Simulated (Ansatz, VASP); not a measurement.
Two plane-wave programs on SiNi

Contents of INCAR:

```
SYSTEM = SiNi
PREC = Accurate ; ENCUT = 520
EDIFF = 1E-6 ; ISMEAR = 0
SIGMA = 0.15 ; LREAL = .False.
LASPH = .True. ; NELM = 100
ALGO = Fast ; ISIF = 2
LWAVE = .False. ; LCHARG = .False.
GGA = PS ; NBANDS = 38
```

KPOINTS

```
regular mesh
0
Gamma
  8 12 8
  0 0 0
```

The input POSCAR:

```
SiNi
1.0
    5.0878282843      0.0000000000      0.0000000000
    0.0000000000      3.3577714910      0.0000000000
    0.0000000000      0.0000000000      5.5278301702
Si Ni
4 4
Direct
    0.3214276657      0.7500000000      0.0865554855
    0.1785723343      0.2500000000      0.5865554855
    0.8214276657      0.7500000000      0.4134445145
    0.6785723343      0.2500000000      0.9134445145
    0.0093007310      0.2500000000      0.1873863638
    0.4906992690      0.7500000000      0.6873863638
    0.5093007310      0.2500000000      0.3126136362
    0.9906992690      0.7500000000      0.8126136362
```

Input for Ansatz:

```yaml
crystal:
  lattice:
    - [5.0878282843, 0.0, 0.0]
    - [0.0, 3.357771491, 0.0]
    - [0.0, 0.0, 5.5278301702]
  atoms:
    - { symbol: Si, position: [0.3214276657, 0.75, 0.0865554855] }
    - { symbol: Si, position: [0.1785723343, 0.25, 0.5865554855] }
    - { symbol: Si, position: [0.8214276657, 0.75, 0.4134445145] }
    - { symbol: Si, position: [0.6785723343, 0.25, 0.9134445145] }
    - { symbol: Ni, position: [0.009300731, 0.25, 0.1873863638] }
    - { symbol: Ni, position: [0.490699269, 0.75, 0.6873863638] }
    - { symbol: Ni, position: [0.509300731, 0.25, 0.3126136362] }
    - { symbol: Ni, position: [0.990699269, 0.75, 0.8126136362] }
basis:
  ecutwfc: 420
kpoints:
  mp_grid: { grid: [8, 12, 8] }
hamiltonian:
  xc: pbesol
scf:
  occupations: { method: gaussian, width: 0.15 }
output:
  forces: true
  stress: true
  eigenvalues: true
  write_density: true
  write_potential: true
  elf: true
  volumetric_format: npy
```

Alike in both runs: task single point; functional PBEsol; k mesh 8 × 12 × 8; occupations gaussian, width 0.15 eV; no spin polarisation.

|  | VASP | Ansatz |
| --- | --- | --- |
| version | VASP 6.6.1 | Ansatz 0.2.0 |
| potentials or method | VASP PAW PBE potentials, release 64 (Si, Ni), cutoff 520 eV | scalar-relativistic, plane waves, PAW |
| valence electrons in the cell | 56 | 88 |

VASP gave:

* gap on the k mesh at the Fermi level (eV): none
* pressure (GPa): -0.3
* traceless stress, the component that is largest in VASP (GPa): -0.15
* rms of the force components (eV/Å): 0.008

**Question.** What did Ansatz give for the same quantities?

**Answer.** gap on the k mesh at the Fermi level (eV): none; pressure (GPa): 0.0; traceless stress, the component that is largest in VASP (GPa): -0.18; rms of the force components (eV/Å): 0.005.

VASP's potentials were made for PBE, not for PBEsol. Atom by atom the forces differ by 0.005 eV/Å (rms over components). A gap of «none» marks a metal or a gap that the smearing closes. With one functional, cell and mesh, what is left measures potentials, basis and numerics. VASP's potentials hold 56 valence electrons a cell and Ansatz's 88, so a difference there can come from the potentials and not from the codes.
